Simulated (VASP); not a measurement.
# Sb (P4/mmm) in VASP: further runs

Runs on Sb. Level: PBEsol. Tasks: single point.

Program: VASP 6.6.1. These are calculated values, not measurements. Logs are shortened: lines on timing, memory, paths and dates and some standing lists are left out, and cuts for length are marked.

## Step 1: The cell of the first run

It takes space group P4/mmm (No. 123, tetragonal). Conventional cell: a = 3.160 Å, b = 3.160 Å, c = 3.239 Å, α = 90.00°, β = 90.00°, γ = 90.00°. Sb (site symmetry 4/mmm) has 6 Sb at 3.16 to 3.24 Å within 4.2 Å.

## Step 2: Single point, PBEsol (strain +0.000 along x and y, +0.025 along z)

Input file INCAR:

```
SYSTEM = Sb
ALGO     = Normal         ! electronic algorithm
EDIFF    = 1E-6           ! SCF threshold, eV
ENCUT    = 520            ! plane-wave cutoff, eV
GGA      = PS             ! functional
ISIF     = 2              ! what is computed and relaxed
ISMEAR   = 0              ! smearing method
LASPH    = .TRUE.         ! aspherical terms in the spheres
LCHARG   = .FALSE.        ! write CHGCAR
LREAL    = .FALSE.        ! projectors in reciprocal space
LWAVE    = .FALSE.        ! write WAVECAR
NBANDS   = 8              ! bands
NELM     = 60             ! most SCF steps
PREC     = Accurate       ! precision mode
SIGMA    = 0.15           ! smearing width, eV
```

Input file KPOINTS:

```
k-points
0
G
  16 16 16
  0 0 0
```

Input file POSCAR:

```
Sb
1.0
    3.1600000000      0.0000000000      0.0000000000
    0.0000000000      3.1600000000      0.0000000000
    0.0000000000      0.0000000000      3.2390000000
Sb
1
Direct
    0.0000000000      0.0000000000      0.0000000000
```

Potentials or basis: VASP PAW PBE potentials, release 64 (Sb).

Command:

```bash
$ cat potpaw_PBE.64/Sb/POTCAR > POTCAR
$ mpirun -np 1 vasp_std > vasp.out
```

OUTCAR:

```text
SYSTEM = Sb
   EDIFF = 1E-6
   ENCUT = 520
   GGA = PS
   ISIF = 2
   ISMEAR = 0
   LASPH = .TRUE.
   LREAL = .FALSE.
   NELM = 60
   PREC = Accurate

 ion  position               nearest neighbor table
   1  0.000  0.000  0.000-

  LATTYP: Found a simple tetragonal cell.
 ALAT       =     3.1600000000
 C/A-ratio  =     1.0250000000

  Lattice vectors:

 A1 = (   3.1600000000,   0.0000000000,   0.0000000000)
 A2 = (   0.0000000000,   3.1600000000,   0.0000000000)
 A3 = (   0.0000000000,   0.0000000000,   3.2390000000)

Analysis of symmetry for initial positions (statically):
=====================================================================
 Subroutine PRICEL returns:
 Original cell was already a primitive cell.

 Routine SETGRP: Setting up the symmetry group for a
 simple tetragonal supercell.

 Subroutine GETGRP returns: Found 16 space group operations
 (whereof 16 operations were pure point group operations)
 out of a pool of 16 trial point group operations.

The static configuration has the point symmetry D_4h.

Analysis of symmetry for dynamics (positions and initial velocities):
=====================================================================
 Subroutine PRICEL returns:
 Original cell was already a primitive cell.

 Routine SETGRP: Setting up the symmetry group for a
 simple tetragonal supercell.

 Subroutine GETGRP returns: Found 16 space group operations
 (whereof 16 operations were pure point group operations)
 out of a pool of 16 trial point group operations.

The dynamic configuration has the point symmetry D_4h.

 Subroutine INISYM returns: Found 16 space group operations
 (whereof 16 operations are pure point group operations),
 and found     1 'primitive' translations

----------------------------------------------------------------------------------------

                                     Primitive cell

  volume of cell :      32.3434

  direct lattice vectors                    reciprocal lattice vectors
     3.160000000  0.000000000  0.000000000     0.316455696  0.000000000  0.000000000
     0.000000000  3.160000000  0.000000000     0.000000000  0.316455696  0.000000000
     0.000000000  0.000000000  3.239000000     0.000000000  0.000000000  0.308737265

  length of vectors
     3.160000000  3.160000000  3.239000000     0.316455696  0.316455696  0.308737265

  position of ions in fractional coordinates (direct lattice)
     0.000000000  0.000000000  0.000000000

  ion indices of the primitive-cell ions
   primitive index   ion index
                 1           1

----------------------------------------------------------------------------------------

 KPOINTS: k-points

Automatic generation of k-mesh.
 Grid dimensions read from file:
 generate k-points for:   16   16   16

 Generating k-lattice:

  Cartesian coordinates                     Fractional coordinates (reciprocal lattice)
     0.019778481  0.000000000  0.000000000     0.062500000  0.000000000  0.000000000
     0.000000000  0.019778481  0.000000000     0.000000000  0.062500000  0.000000000
     0.000000000  0.000000000  0.019296079     0.000000000  0.000000000  0.062500000

  Length of vectors
     0.019778481  0.019778481  0.019296079

  Shift w.r.t. Gamma in fractional coordinates (k-lattice)
     0.000000000  0.000000000  0.000000000

 Subroutine IBZKPT returns following result:
 ===========================================

 Found    405 irreducible k-points:

 Following reciprocal coordinates:
            Coordinates               Weight
  0.000000  0.000000  0.000000      1.000000
  0.062500  0.000000  0.000000      4.000000
  0.125000  0.000000  0.000000      4.000000
  0.187500  0.000000  0.000000      4.000000
  0.250000  0.000000  0.000000      4.000000
  0.312500  0.000000  0.000000      4.000000
[... 16 lines left out ...]
  0.437500  0.125000  0.000000      8.000000
  0.500000  0.125000  0.000000      4.000000
 [... further k-points ...]
   k-points           NKPTS =    405   k-points in BZ     NKDIM =    405   number of bands    NBANDS=      8
   number of dos      NEDOS =    301   number of ions     NIONS =      1
   total plane-waves  NPLWV =  13824
   dimension x,y,z NGX =    24 NGY =   24 NGZ =   24
   dimension x,y,z NGXF=    48 NGYF=   48 NGZF=   48
   ions per type =               1
   NGX,Y,Z   is equivalent  to a cutoff of  12.63, 12.63, 12.32 a.u.
   NGXF,Y,Z  is equivalent  to a cutoff of  25.25, 25.25, 24.64 a.u.
 SYSTEM =  Sb
   PREC   = accura    normal or accurate (medium, high low for compatibility)
   ISTART =      0    job   : 0-new  1-cont  2-samecut
   ICHARG =      2    charge: 1-file 2-atom 10-const
   ISPIN  =      1    spin polarized calculation?
   LNONCOLLINEAR =      F non collinear calculations
   LSORBIT =      F    spin-orbit coupling
   LASPH  =      T    aspherical Exc in radial PAW
   ENCUT  =  520.0 eV  38.22 Ry    6.18 a.u.   5.88  5.88  6.02*2*pi/ulx,y,z
   NELM   =     60;   NELMIN=  2; NELMDL= -5     # of ELM steps
   EDIFF  = 0.1E-05   stopping-criterion for ELM
   LREAL  =      F    real-space projection
   EDIFFG = 0.1E-04   stopping-criterion for IOM
   NSW    =      0    number of steps for IOM
   IBRION =     -1    ionic relax: 0-MD 1-quasi-New 2-CG
   NFREE  =      0    steps in history (QN), initial steepest desc. (CG)
   ISIF   =      2    stress and relaxation
   ISYM   =      2    0-nonsym 1-usesym 2-fastsym
   POTIM  = 0.5000    time-step for ionic-motion
   TEBEG  =    0.0;   TEEND  =   0.0 temperature during run
   PSTRESS=    0.0 pullay stress
   NELECT =       5.0000    total number of electrons
   NUPDOWN=      -1.0000    fix difference up-down
   EMIN   =  10.00;   EMAX   =-10.00  energy-range for DOS
   EFERMI =   0.00;   METHOD = LEGACY
   ISMEAR =     0;   SIGMA  =   0.15  broadening in eV -4-tet -1-fermi 0-gaus
   EFERMI_NEDOS =   21; number of points for ismear=-14 and -15
   IALGO  =     38    algorithm
   IMIX   =      4    mixing-type and parameters
     AMIX     =   0.40;   BMIX     =  1.00
     AMIX_MAG =   1.60;   BMIX_MAG =  1.00
  volume/ion in A,a.u.               =      32.34       218.26
  Fermi-wavevector in a.u.,A,eV,Ry     =   0.878624  1.660359 10.503431  0.771980
  Thomas-Fermi vector in A             =   1.998736
   LORBIT       =      0    0 simple, 1 ext, 2 COOP (PROOUT), +10 PAW based schemes
   GGA     = PS    functional components
   LHFCALC =     F    Hartree Fock is set to
   AEXX    =    0.0000 exact exchange contribution
   IVDW    =     0    specifies the selected vdW correction
   LEPSILON=     F    determine dielectric tensor
   LRPA    =     F    only Hartree local field effects (RPA)
 non-spin polarized calculation
 Gauss-broadening in eV      SIGMA  =   0.15
  energy-cutoff  :      520.00
  volume of cell :       32.34
 maximum number of plane-waves:       892
 NGX is ok and might be reduce to    24
   NGX = 11   NGY = 11   NGZ = 13

 number of electron       5.0000001 magnetization

 Free energy of the ion-electron system (eV)
  ---------------------------------------------------
  ext. energy  EPLUGINS =         0.00000000
  ---------------------------------------------------
  free energy    TOTEN  =        -4.45958600 eV

  energy without entropy =       -4.45311696  energy(sigma->0) =       -4.45635148

 E-fermi :   6.0044     XC(G=0):  -9.4168

 val. band max:        5.9985434807   @ k =   0.2500   0.0000   0.4375
 cond. band min:       6.0149413974   @ k =   0.4375   0.0625   0.2500
 fundamental gap:      0.0163979167
 Fermi energy:         6.0044011350

 k-point     1 :       0.0000    0.0000    0.0000
  band No.  band energies     occupation
      1      -5.8041      2.00000
      2       8.6462      0.00000
      3       9.2745      0.00000
      4       9.2745      0.00000
      5      12.6353      0.00000
      6      13.0264      0.00000
      7      13.7652      0.00000
      8      23.1628      0.00000

 k-point     2 :       0.0625    0.0000    0.0000
  band No.  band energies     occupation
      1      -5.7505      2.00000
      2       8.5688      0.00000
      3       8.6980      0.00000
      4       9.3265      0.00000
      5      12.6981      0.00000
      6      13.3183      0.00000
      7      14.2852      0.00000
      8      22.5204      0.00000

 k-point     3 :       0.1250    0.0000    0.0000
  band No.  band energies     occupation
      1      -5.5912      2.00000
      2       7.1883      0.00000
      3       8.8503      0.00000
      4       9.4797      0.00000
      5      12.8410      0.00000
      6      13.5611      0.00000
      7      15.7792      0.00000
      8      21.4380      0.00000

 k-point     4 :       0.1875    0.0000    0.0000
  band No.  band energies     occupation
      1      -5.3305      2.00000
      2       5.7119      1.99419
      3       9.0934      0.00000
      4       9.7242      0.00000
      5      13.0692      0.00000
      6      13.8201      0.00000
      7      17.5585      0.00000
      8      20.3239      0.00000

 k-point     5 :       0.2500    0.0000    0.0000
  band No.  band energies     occupation
      1      -4.9782      2.00000
      2       4.3019      2.00000
      3       9.4088      0.00000
      4      10.0413      0.00000
      5      13.3819      0.00000
      6      14.1604      0.00000
      7      19.1650      0.00000
      8      19.2649      0.00000
[... 177 lines left out ...]
 k-point    22 :       0.3750    0.1250    0.0000
  band No.  band energies     occupation
      1      -3.8921      2.00000
      2       2.1676      2.00000
      3       8.7584      0.00000
      4      10.3179      0.00000
      5      14.3799      0.00000
      6      15.0290      0.00000
      7      17.4038      0.00000
      8      17.7075      0.00000

 k-point    23 :       0.4375    0.1250    0.0000
  band No.  band energies     occupation
      1      -3.5106      2.00000
      2       1.4112      2.00000
      3       9.0724      0.00000
      4      10.5823      0.00000
      5      14.1669      0.00000
      6      15.2002      0.00000
      7      17.1096      0.00000
      8      17.1854      0.00000

 k-point    24 :       0.5000    0.1250    0.0000
  band No.  band energies     occupation
      1      -3.3512      2.00000
      2       1.1262      2.00000
      3       9.1975      0.00000
      4      10.6832      0.00000
      5      13.9880      0.00000
      6      15.4608      0.00000
      7      16.8046      0.00000
      8      16.9982      0.00000

 [... further k-points ...]
[... 5 lines left out ...]
  --------------------------------------------------------------------------------------
  -------------------------------------------------------------------------------------
  Total       -1.0280180     -1.0280180     -1.3996696      0.0000000     -0.0000000      0.0000000
  in kB      -50.9244328    -50.9244328    -69.3347559      0.0000000     -0.0000000      0.0000000
  external PRESSURE =     -57.0612072 kB  Pullay stress =       0.0000000 kB

 VOLUME and BASIS-vectors are now :
 -----------------------------------------------------------------------------
  energy-cutoff  :      520.00
  volume of cell :       32.34
      direct lattice vectors                 reciprocal lattice vectors
     3.160000000  0.000000000  0.000000000     0.316455696  0.000000000  0.000000000
     0.000000000  3.160000000  0.000000000     0.000000000  0.316455696  0.000000000
     0.000000000  0.000000000  3.239000000     0.000000000  0.000000000  0.308737265

 POSITION                                       TOTAL-FORCE (eV/Angst)
 -----------------------------------------------------------------------------------
      0.00000      0.00000      0.00000         0.000000      0.000000      0.000000
 -----------------------------------------------------------------------------------
    total drift:                               -0.000000      0.000000      0.000000

  FREE ENERGIE OF THE ION-ELECTRON SYSTEM (eV)
  ---------------------------------------------------
  free  energy   TOTEN  =        -4.4595860016 eV

  energy  without entropy=       -4.4531169557  energy(sigma->0) =       -4.45635148
```

It took 25 s on 1 thread of Intel Xeon Platinum 8259CL at 2.50GHz (Skylake/Cascade Lake), shared host; peak memory 0.22 GiB.

What came out:

| Property | Result |
| --- | --- |
| Free energy | -4.4596 eV |
| Pressure | -5.7 GPa |

Caveat: the cell differs from its parent crystal (strain +0.000 along x and y, +0.025 along z); the PAW data sets were made with another functional, which shifts forces and pressure a little; spin-orbit coupling is left out, which moves the levels of the heavy elements.

(Continued in part 2 of 2.)
